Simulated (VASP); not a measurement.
# AlN in VASP: further runs, part 3 of 3

VASP 6.6.1. The steps go on from the part before.

### 7 Single point, PBEsol (atoms displaced along a vibrational mode)

INCAR

```
SYSTEM = AlN
PREC = Accurate ; ENCUT = 520
EDIFF = 1E-6 ; ISMEAR = 0
SIGMA = 0.05 ; LREAL = .FALSE.
LASPH = .TRUE. ; NELM = 60
ALGO = Normal ; ISIF = 2
LWAVE = .FALSE. ; LCHARG = .FALSE.
GGA = PS ; NBANDS = 26
```

KPOINTS

```
regular mesh
0
G
  8 8 8
  0 0 0
```

POSCAR

```
AlN
1.0
   -3.1135599857      0.0000000000      0.0000000000
    0.0000000000      5.3928440876      0.0000000000
    1.5567799928     -2.6964220438     -4.9833504711
Al N
4 4
Direct
    0.9992467434      0.3289687648      0.9984934868
    0.4992467434      0.8289687648      0.9984934868
    0.2492467434      0.9195247220      0.4984934868
    0.7492467434      0.4195247220      0.4984934868
    0.8082515876      0.1337968252      0.6165031751
    0.3082515876      0.6337968252      0.6165031751
    0.0582515876      0.7327063499      0.1165031751
    0.5582515876      0.2327063499      0.1165031751
```

Potentials or basis: VASP PAW PBE potentials, release 64 (Al, N).

Run with:

```bash
$ cat potpaw_PBE.64/Al/POTCAR potpaw_PBE.64/N/POTCAR > POTCAR
$ mpirun -np 1 vasp_std > vasp.out
```

OUTCAR:

```text
SYSTEM = AlN
   PREC = Accurate
   ENCUT = 520
   EDIFF = 1E-6
   ISMEAR = 0
   LREAL = .FALSE.
   LASPH = .TRUE.
   NELM = 60
   ISIF = 2
   GGA = PS

 ion  position               nearest neighbor table
   1  0.999  0.329  0.998-   8 1.86   8 1.86   5 1.90   7 1.95   4 3.06   3 3.06   4 3.06   3 3.06
                             4 3.10   3 3.10   2 3.11   2 3.11   2 3.11   2 3.11
   2  0.499  0.829  0.998-   7 1.86   7 1.86   6 1.90   8 1.95   3 3.06   4 3.06   3 3.06   4 3.06
                             4 3.10   3 3.10   1 3.11   1 3.11   1 3.11   1 3.11
   3  0.249  0.920  0.498-   5 1.86   5 1.86   7 1.90   6 1.95   1 3.06   2 3.06   1 3.06   2 3.06
                             1 3.10   2 3.10   4 3.11   4 3.11   4 3.11   4 3.11
   4  0.749  0.420  0.498-   6 1.86   6 1.86   8 1.90   5 1.95   2 3.06   1 3.06   2 3.06   1 3.06
                             2 3.10   1 3.10   3 3.11   3 3.11   3 3.11   3 3.11
   5  0.808  0.134  0.617-   3 1.86   3 1.86   1 1.90   4 1.95
   6  0.308  0.634  0.617-   4 1.86   4 1.86   2 1.90   3 1.95
   7  0.058  0.733  0.117-   2 1.86   2 1.86   3 1.90   1 1.95
   8  0.558  0.233  0.117-   1 1.86   1 1.86   4 1.90   2 1.95

  LATTYP: Found a body centered orthorhombic cell.
[... 221 lines left out ...]
      1      -9.1132      2.00000
      2      -6.9334      2.00000
      3      -6.7522      2.00000
      4      -6.7522      2.00000
      5      -0.0012      2.00000
      6       0.4939      2.00000
[... 685 lines left out ...]
     25      16.8728      0.00000
     26      16.9193      0.00000

 [... further k-points ...]

------------------------ aborting loop because EDIFF is reached ----------------------------------------

  FORCE on cell =-STRESS in cart. coord.  units (eV):
  Direction    XX          YY          ZZ          XY          YZ          ZX
  --------------------------------------------------------------------------------------
  -------------------------------------------------------------------------------------
  Total        2.7313205     -2.0125162      0.1138815      0.0000000      0.0000000      0.0000000
  in kB       52.2981970    -38.5348293      2.1805563      0.0000000      0.0000000      0.0000000
  external PRESSURE =       5.3146413 kB  Pullay stress =       0.0000000 kB

 VOLUME and BASIS-vectors are now :
 -----------------------------------------------------------------------------
  energy-cutoff  :      520.00
  volume of cell :       83.68
      direct lattice vectors                 reciprocal lattice vectors
    -3.113559986  0.000000000  0.000000000    -0.321175762  0.000000000 -0.100334103
     0.000000000  5.392844088  0.000000000     0.000000000  0.185430912 -0.100334103
     1.556779993 -2.696422044 -4.983350471     0.000000000  0.000000000 -0.200668206

 POSITION                                       TOTAL-FORCE (eV/Angst)
 -----------------------------------------------------------------------------------
     -1.55678     -0.91828     -4.97584         0.000000      0.737342      0.054738
     -0.00000      1.77814     -4.97584         0.000000      0.737342      0.054738
     -0.00000      3.61470     -2.48417         0.000000     -0.737342      0.054738
     -1.55678      0.91828     -2.48417         0.000000     -0.737342      0.054738
     -1.55678     -0.94081     -3.07225        -0.000000      0.830342     -0.054738
     -0.00000      1.75561     -3.07225        -0.000000      0.830342     -0.054738
     -0.00000      3.63723     -0.58058        -0.000000     -0.830342     -0.054738
     -1.55678      0.94081     -0.58058        -0.000000     -0.830342     -0.054738
 -----------------------------------------------------------------------------------
    total drift:                               -0.000031     -0.000030      0.000706

  FREE ENERGIE OF THE ION-ELECTRON SYSTEM (eV)
  ---------------------------------------------------
  free  energy   TOTEN  =       -62.5225707864 eV

  energy  without entropy=      -62.5225707864  energy(sigma->0) =      -62.52257079
```

OSZICAR:

```text
N       E                     dE             d eps       ncg     rms          rms(c)
DAV:   1     0.106952279441E+03    0.10695E+03   -0.14731E+04  4940   0.111E+03
DAV:   2    -0.620104280581E+02   -0.16896E+03   -0.15871E+03  6668   0.227E+02
DAV:   3    -0.713856697567E+02   -0.93752E+01   -0.93238E+01  6704   0.545E+01
DAV:   4    -0.714685968319E+02   -0.82927E-01   -0.82880E-01  5824   0.589E+00
DAV:   5    -0.714697556395E+02   -0.11588E-02   -0.11585E-02  6598   0.696E-01    0.166E+01
DAV:   6    -0.626165683995E+02    0.88532E+01   -0.27151E+01  6220   0.276E+01    0.603E+00
DAV:   7    -0.625961194553E+02    0.20449E-01   -0.15194E+00  5946   0.616E+00    0.407E+00
DAV:   8    -0.625344477203E+02    0.61672E-01   -0.18939E-01  5904   0.288E+00    0.725E-01
DAV:   9    -0.625220250881E+02    0.12423E-01   -0.45864E-02  6536   0.111E+00    0.355E-01
DAV:  10    -0.625227338121E+02   -0.70872E-03   -0.33164E-03  5802   0.306E-01    0.224E-01
DAV:  11    -0.625225723719E+02    0.16144E-03   -0.35582E-04  5900   0.111E-01    0.449E-02
DAV:  12    -0.625225723721E+02   -0.21805E-09   -0.11455E-05  6248   0.209E-02    0.192E-02
DAV:  13    -0.625225707679E+02    0.16041E-05   -0.57577E-06  5942   0.136E-02    0.172E-03
DAV:  14    -0.625225707864E+02   -0.18485E-07   -0.40918E-07  3046   0.403E-03
   1 F= -.62522571E+02 E0= -.62522571E+02  d E =-.575910E-14
```

It took 4 min on 1 thread of Intel Xeon 8259CL, shared host; peak memory 0.3 GiB.

Results:

```
Free energy            : -62.5226 eV
Pressure               : 0.5 GPa
Largest force          : 0.832 eV/Å
Band gap on the k mesh : 4.10 eV
```

Forces in eV/Å, atoms in the order of the input:
```
Al   0.000  0.737  0.055
Al   0.000  0.737  0.055
Al   0.000 -0.737  0.055
Al   0.000 -0.737  0.055
N    0.000  0.830 -0.055
N    0.000  0.830 -0.055
N    0.000 -0.830 -0.055
N    0.000 -0.830 -0.055
```

Levels at points of the mesh, in eV from the valence-band top:
```tsv
k point	band 13	band 14	band 15	band 16	band 17	band 18	band 19	band 20
(0.00, 0.00, 0.00)	-0.72	-0.31	-0.16	0.00	4.10	5.32	5.32	6.54
(0.50, 0.00, 0.00)	-1.97	-1.97	-0.96	-0.96	6.13	6.13	7.12	7.12
(0.00, 0.50, 0.00)	-0.74	-0.74	-0.65	-0.65	5.97	5.97	7.28	7.28
(0.50, 0.50, 0.00)	-1.44	-1.33	-1.33	-0.66	5.09	5.09	5.62	5.83
(0.00, 0.00, 0.50)	-0.69	-0.69	-0.44	-0.44	5.34	5.76	6.35	6.35
```

Caveat: the cell differs from its parent crystal (atoms displaced along a vibrational mode); the PAW data sets were made with another functional, which shifts forces and pressure a little.

### 8 Summary

| cell | gap on the mesh (eV) | pressure (GPa) | largest force (eV/Å) |
| --- | --- | --- | --- |
| as given, atomic positions A | 4.08 | 1.7 | 1.88 |
| as given, atomic positions B | 4.10 | 0.6 | 1.04 |
| as given, atomic positions C | 4.11 | 0.1 | 0.32 |
| as given, atomic positions D | 4.08 | 1.7 | 1.88 |
| as given, atomic positions E | 4.11 | 0.1 | 0.30 |
| as given, atomic positions F | 4.10 | 0.5 | 0.83 |

Alike in all rows: task single point; level PBEsol; potentials or basis VASP PAW PBE potentials, release 64 (Al, N); no spin polarisation; k mesh 8 × 8 × 8; cutoff (eV) 520; smearing gaussian 0.05 eV.

Caveats: the PAW data sets were made with another functional, which shifts forces and pressure a little.

Total energies depend on the potentials used, so only differences within one code and one set of settings carry meaning.
